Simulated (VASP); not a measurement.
# Ag (Fm-3m) in VASP: a series of runs

Ag is run at these levels: LDA; tasks: single point.

Everything below comes from runs of VASP 6.6.1. Logs are shortened: lines on timing, memory, paths and dates and some standing lists are left out, and cuts for length are marked.

## 1. The cell of the first run

It takes space group Fm-3m (No. 225, cubic). The conventional cell has a = 4.085 Å, b = 4.085 Å, c = 4.085 Å, α = 90.00°, β = 90.00°, γ = 90.00°. Within 3.8 Å of Ag (site symmetry m-3m) lie 12 Ag at 2.89 Å.

## 2. Single point, LDA

The input, INCAR:

```
PREC = Accurate
ENCUT = 500
EDIFF = 1E-6
ISMEAR = 1
SIGMA = 0.1
LREAL = F
LASPH = T
NELM = 120
ALGO = Normal
ISIF = 2
LWAVE = F
LCHARG = F
GGA = CA
NBANDS = 12
GGA_COMPAT = F
```

The input, KPOINTS:

```
regular mesh
0
Gamma
  14 14 14
```

The input, POSCAR:

```
Ag
1.0
    0.0000000000      2.0427500000      2.0427500000
    2.0427500000      0.0000000000      2.0427500000
    2.0427500000      2.0427500000      0.0000000000
Ag
1
Direct
    0.0000000000      0.0000000000      0.0000000000
```

Potentials or basis: VASP PAW LDA potentials, release 64 (Ag).

Command:

```console
$ cat potpaw_LDA.64/Ag/POTCAR > POTCAR
$ mpirun -np 1 vasp_std > vasp.out
```

OUTCAR:

```text
PREC = Accurate
   ENCUT = 500
   EDIFF = 1E-6
   ISMEAR = 1
   LREAL = F
   LASPH = T
   NELM = 120
   ISIF = 2
   GGA = CA

 ion  position               nearest neighbor table
   1  0.000  0.000  0.000-

  LATTYP: Found a face centered cubic cell.
 ALAT       =     4.0855000000

  Lattice vectors:

 A1 = (   0.0000000000,   2.0427500000,   2.0427500000)
 A2 = (   2.0427500000,   0.0000000000,   2.0427500000)
 A3 = (   2.0427500000,   2.0427500000,   0.0000000000)

Analysis of symmetry for initial positions (statically):
=====================================================================
 Subroutine PRICEL returns:
 Original cell was already a primitive cell.

 Routine SETGRP: Setting up the symmetry group for a
 face centered cubic supercell.

 Subroutine GETGRP returns: Found 48 space group operations
 (whereof 48 operations were pure point group operations)
 out of a pool of 48 trial point group operations.

The static configuration has the point symmetry O_h .

Analysis of symmetry for dynamics (positions and initial velocities):
=====================================================================
 Subroutine PRICEL returns:
 Original cell was already a primitive cell.

 Routine SETGRP: Setting up the symmetry group for a
 face centered cubic supercell.

 Subroutine GETGRP returns: Found 48 space group operations
 (whereof 48 operations were pure point group operations)
 out of a pool of 48 trial point group operations.

The dynamic configuration has the point symmetry O_h .

 Subroutine INISYM returns: Found 48 space group operations
 (whereof 48 operations are pure point group operations),
 and found     1 'primitive' translations

----------------------------------------------------------------------------------------

                                     Primitive cell

  volume of cell :      17.0481

  direct lattice vectors                    reciprocal lattice vectors
     0.000000000  2.042750000  2.042750000    -0.244768082  0.244768082  0.244768082
     2.042750000  0.000000000  2.042750000     0.244768082 -0.244768082  0.244768082
     2.042750000  2.042750000  0.000000000     0.244768082  0.244768082 -0.244768082

  length of vectors
     2.888884755  2.888884755  2.888884755     0.423950755  0.423950755  0.423950755

  position of ions in fractional coordinates (direct lattice)
     0.000000000  0.000000000  0.000000000

  ion indices of the primitive-cell ions
   primitive index   ion index
                 1           1

----------------------------------------------------------------------------------------

 KPOINTS: regular mesh

Automatic generation of k-mesh.
 Grid dimensions read from file:
 generate k-points for:   14   14   14

 Generating k-lattice:

  Cartesian coordinates                     Fractional coordinates (reciprocal lattice)
    -0.017483434  0.017483434  0.017483434     0.071428571  0.000000000  0.000000000
     0.017483434 -0.017483434  0.017483434     0.000000000  0.071428571  0.000000000
     0.017483434  0.017483434 -0.017483434     0.000000000  0.000000000  0.071428571

  Length of vectors
     0.030282197  0.030282197  0.030282197

  Shift w.r.t. Gamma in fractional coordinates (k-lattice)
     0.000000000  0.000000000  0.000000000

 Subroutine IBZKPT returns following result:
 ===========================================

 Found    104 irreducible k-points:

 Following reciprocal coordinates:
            Coordinates               Weight
  0.000000  0.000000  0.000000      1.000000
  0.071429  0.000000  0.000000      8.000000
  0.142857  0.000000  0.000000      8.000000
  0.214286  0.000000  0.000000      8.000000
  0.285714  0.000000  0.000000      8.000000
  0.357143  0.000000  0.000000      8.000000
[... 16 lines left out ...]
  0.214286  0.142857  0.000000     24.000000
  0.285714  0.142857  0.000000     24.000000
 [... further k-points ...]
   k-points           NKPTS =    104   k-points in BZ     NKDIM =    104   number of bands    NBANDS=     12
   number of dos      NEDOS =    301   number of ions     NIONS =      1
   total plane-waves  NPLWV =  13824
   dimension x,y,z NGX =    24 NGY =   24 NGZ =   24
   dimension x,y,z NGXF=    48 NGYF=   48 NGZF=   48
   ions per type =               1
   NGX,Y,Z   is equivalent  to a cutoff of  13.81, 13.81, 13.81 a.u.
   NGXF,Y,Z  is equivalent  to a cutoff of  27.62, 27.62, 27.62 a.u.
 SYSTEM =  unknown system
   PREC   = accura    normal or accurate (medium, high low for compatibility)
   ISTART =      0    job   : 0-new  1-cont  2-samecut
   ICHARG =      2    charge: 1-file 2-atom 10-const
   ISPIN  =      1    spin polarized calculation?
   LNONCOLLINEAR =      F non collinear calculations
   LSORBIT =      F    spin-orbit coupling
   LASPH  =      T    aspherical Exc in radial PAW
   ENCUT  =  500.0 eV  36.75 Ry    6.06 a.u.   5.27  5.27  5.27*2*pi/ulx,y,z
   NELM   =    120;   NELMIN=  2; NELMDL= -5     # of ELM steps
   EDIFF  = 0.1E-05   stopping-criterion for ELM
   LREAL  =      F    real-space projection
   EDIFFG = 0.1E-04   stopping-criterion for IOM
   NSW    =      0    number of steps for IOM
   IBRION =     -1    ionic relax: 0-MD 1-quasi-New 2-CG
   NFREE  =      0    steps in history (QN), initial steepest desc. (CG)
   ISIF   =      2    stress and relaxation
   ISYM   =      2    0-nonsym 1-usesym 2-fastsym
   POTIM  = 0.5000    time-step for ionic-motion
   TEBEG  =    0.0;   TEEND  =   0.0 temperature during run
   PSTRESS=    0.0 pullay stress
   NELECT =      11.0000    total number of electrons
   NUPDOWN=      -1.0000    fix difference up-down
   EMIN   =  10.00;   EMAX   =-10.00  energy-range for DOS
   EFERMI =   0.00;   METHOD = LEGACY
   ISMEAR =     1;   SIGMA  =   0.10  broadening in eV -4-tet -1-fermi 0-gaus
   EFERMI_NEDOS =   21; number of points for ismear=-14 and -15
   IALGO  =     38    algorithm
   IMIX   =      4    mixing-type and parameters
     AMIX     =   0.40;   BMIX     =  1.00
     AMIX_MAG =   1.60;   BMIX_MAG =  1.00
  volume/ion in A,a.u.               =      17.05       115.05
  Fermi-wavevector in a.u.,A,eV,Ry     =   1.414644  2.673290 27.228221  2.001218
  Thomas-Fermi vector in A             =   2.536165
   LORBIT       =      0    0 simple, 1 ext, 2 COOP (PROOUT), +10 PAW based schemes
   GGA     = CA    functional components
   LHFCALC =     F    Hartree Fock is set to
   AEXX    =    0.0000 exact exchange contribution
   IVDW    =     0    specifies the selected vdW correction
   LEPSILON=     F    determine dielectric tensor
   LRPA    =     F    only Hartree local field effects (RPA)
 non-spin polarized calculation
 Methfessel and Paxton  Order N= 1 SIGMA  =   0.10
  energy-cutoff  :      500.00
  volume of cell :       17.05
 maximum number of plane-waves:       444
 NGX is ok and might be reduce to    24
   NGX = 11   NGY = 11   NGZ = 11

 number of electron      10.9999999 magnetization

 Free energy of the ion-electron system (eV)
  ---------------------------------------------------
  ext. energy  EPLUGINS =         0.00000000
  ---------------------------------------------------
  free energy    TOTEN  =        -3.75775569 eV

  energy without entropy =       -3.75761350  energy(sigma->0) =       -3.75770829

 E-fermi :   8.0770     XC(G=0): -12.5849

 val. band max:        8.0218954626   @ k =   0.5000   0.0714   0.0000
 cond. band min:       8.1257171068   @ k =   0.5000   0.2143   0.0714
 fundamental gap:      0.1038216442
 Fermi energy:         8.0770471898

 k-point     1 :       0.0000    0.0000    0.0000
  band No.  band energies     occupation
      1       0.3193      2.00000
      2       3.3720      2.00000
      3       3.3720      2.00000
      4       3.3720      2.00000
      5       4.4268      2.00000
      6       4.4268      2.00000
      7      24.1696      0.00000
      8      27.6726      0.00000
      9      27.6726      0.00000
     10      27.6726      0.00000
     11      32.6925      0.00000
     12      33.6693      0.00000

 k-point     2 :       0.0714    0.0000    0.0000
  band No.  band energies     occupation
      1       0.4785      2.00000
      2       3.3354      2.00000
      3       3.4162      2.00000
      4       3.4162      2.00000
      5       4.4102      2.00000
      6       4.4102      2.00000
      7      24.1888      0.00000
      8      26.4334      0.00000
      9      27.7388      0.00000
     10      27.7388      0.00000
     11      32.4986      0.00000
     12      33.4585      0.00000

 k-point     3 :       0.1429    0.0000    0.0000
  band No.  band energies     occupation
      1       0.9246      2.00000
      2       3.2692      2.00000
      3       3.5183      2.00000
      4       3.5183      2.00000
      5       4.3910      2.00000
      6       4.3910      2.00000
      7      23.2085      0.00000
      8      25.1374      0.00000
      9      27.8701      0.00000
     10      27.8701      0.00000
     11      31.3185      0.00000
     12      32.7432      0.00000
[... 286 lines left out ...]
 k-point    23 :       0.2143    0.1429    0.0000
  band No.  band energies     occupation
      1       1.5985      2.00000
      2       2.9269      2.00000
      3       3.7532      2.00000
      4       3.8190      2.00000
      5       4.2023      2.00000
      6       4.6503      2.00000
      7      22.8686      0.00000
      8      24.8060      0.00000
      9      24.8402      0.00000
     10      26.5595      0.00000
     11      29.6947      0.00000
     12      33.4554      0.00000

 k-point    24 :       0.2857    0.1429    0.0000
  band No.  band energies     occupation
      1       2.0705      2.00000
      2       2.9441      2.00000
      3       3.6091      2.00000
      4       3.8728      2.00000
      5       4.7205      2.00000
      6       4.8162      2.00000
      7      20.1020      0.00000
      8      24.1975      0.00000
      9      24.5086      0.00000
     10      26.5480      0.00000
     11      29.7887      0.00000
     12      33.2549      0.00000

 [... further k-points ...]

------------------------ aborting loop because EDIFF is reached ----------------------------------------

  FORCE on cell =-STRESS in cart. coord.  units (eV):
  Direction    XX          YY          ZZ          XY          YZ          ZX
  --------------------------------------------------------------------------------------
  -------------------------------------------------------------------------------------
  Total       -0.7671970     -0.7671970     -0.7671970      0.0000000      0.0000000      0.0000000
  in kB      -72.1010936    -72.1010936    -72.1010936      0.0000000      0.0000000      0.0000000
  external PRESSURE =     -72.1010936 kB  Pullay stress =       0.0000000 kB

 VOLUME and BASIS-vectors are now :
 -----------------------------------------------------------------------------
  energy-cutoff  :      500.00
  volume of cell :       17.05
      direct lattice vectors                 reciprocal lattice vectors
     0.000000000  2.042750000  2.042750000    -0.244768082  0.244768082  0.244768082
     2.042750000  0.000000000  2.042750000     0.244768082 -0.244768082  0.244768082
     2.042750000  2.042750000  0.000000000     0.244768082  0.244768082 -0.244768082

 POSITION                                       TOTAL-FORCE (eV/Angst)
 -----------------------------------------------------------------------------------
      0.00000      0.00000      0.00000         0.000000     -0.000000      0.000000
 -----------------------------------------------------------------------------------
    total drift:                               -0.000000      0.000000     -0.000000

  FREE ENERGIE OF THE ION-ELECTRON SYSTEM (eV)
  ---------------------------------------------------
  free  energy   TOTEN  =        -3.7577556854 eV

  energy  without entropy=       -3.7576134972  energy(sigma->0) =       -3.75770829
```

Wall time 10 s (1 thread of Intel Xeon Platinum 8259CL at 2.50GHz (Skylake/Cascade Lake), shared host); peak memory 0.14 GiB.

What came out:

| Item | Value |
| --- | --- |
| Free energy | -3.7578 eV |
| Pressure | -7.2 GPa |
| Band gap on the k mesh | zero (an odd number of electrons rules out a gap without spin polarisation) |

Levels at points of the mesh, in eV from the Fermi level:
| k point | band 2 | band 3 | band 4 | band 5 | band 6 | band 7 | band 8 | band 9 | band 10 | band 11 |
| --- | --- | --- | --- | --- | --- | --- | --- | --- | --- | --- |
| (0.00, 0.00, 0.00) | -4.71 | -4.71 | -4.71 | -3.65 | -3.65 | 16.09 | 19.60 | 19.60 | 19.60 | 24.62 |
| (0.50, 0.00, 0.00) | -4.72 | -4.72 | -2.85 | -2.85 | -0.36 | 3.64 | 15.35 | 17.79 | 17.79 | 22.94 |
| (0.50, 0.50, 0.00) | -6.22 | -2.87 | -2.64 | -2.64 | 1.61 | 6.78 | 10.63 | 10.63 | 17.32 | 17.35 |

Caveat: the cell stands under tension.

## 3. Single point, LDA

The input, INCAR:

```
PREC = Accurate ; ENCUT = 500
EDIFF = 1E-6 ; ISMEAR = 1
SIGMA = 0.1 ; LREAL = False
LASPH = True ; NELM = 120
ALGO = Normal ; ISIF = 2
LWAVE = False ; LCHARG = False
NBANDS = 12 ; GGA_COMPAT = False
```

KPOINTS is that of step 2.

POSCAR is that of step 2.

Potentials or basis: VASP PAW LDA potentials, release 64 (Ag).

Command:

```console
$ cat potpaw_LDA.64/Ag/POTCAR > POTCAR
$ mpirun -np 1 vasp_std > vasp.out
```

It took 9.3 s on 1 thread of Intel Xeon Platinum 8259CL at 2.50GHz (Skylake/Cascade Lake), shared host; peak memory 0.14 GiB.

It converged, with:

* Free energy: -3.7578 eV
* Pressure: -7.2 GPa
* Band gap on the k mesh: zero (an odd number of electrons rules out a gap without spin polarisation)

Levels at points of the mesh, in eV from the Fermi level:
```
           k point  band 3  band 4  band 5  band 6  band 7  band 8  band 9  band 10
(0.00, 0.00, 0.00)   -4.71   -4.71   -3.65   -3.65   16.09   19.60   19.60    19.60
(0.50, 0.00, 0.00)   -4.72   -2.85   -2.85   -0.36    3.64   15.35   17.79    17.79
(0.50, 0.50, 0.00)   -2.87   -2.64   -2.64    1.61    6.78   10.63   10.63    17.32
```

Caveat: the cell stands under tension.
